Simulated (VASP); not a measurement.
A run of VASP 6.6.1 is set up as follows.

INCAR

```
SYSTEM = BP
ALGO = Normal
EDIFF = 1E-6
ENCUT = 520
ISIF = 2
ISMEAR = 0
LASPH = .True.
LCHARG = .True.
LELF = .True.
LREAL = .False.
LVHAR = .True.
LWAVE = .False.
NBANDS = 11
NELM = 80
PREC = Accurate
SIGMA = 0.02
```

The input KPOINTS:

```
k-points
0
Gamma
  14 14 14
  0 0 0
```

File POSCAR:

```
BP
1.0
    0.0000000000      2.2452895335      2.2452895335
    2.2452895335      0.0000000000      2.2452895335
    2.2452895335      2.2452895335      0.0000000000
B P
1 1
Direct
    0.0000000000      0.0000000000      0.0000000000
    0.7500000000      0.7500000000      0.7500000000
```

Potentials or basis: VASP PAW LDA potentials, release 64 (B, P).

The run is started by

```sh
$ cat potpaw_LDA.64/B/POTCAR potpaw_LDA.64/P/POTCAR > POTCAR
$ mpirun -np 1 vasp_std > vasp.out
```

**Question.** What does it give for the pressure?

**Answer.** -0.1 GPa.

**Question.** Predict the band gap on the k mesh.

**Answer.** 1.15 eV, indirect (least direct gap 3.43 eV).

A k mesh can miss the band edges. Expect the measured gap to be larger: semilocal functionals such as LDA lack the derivative discontinuity.
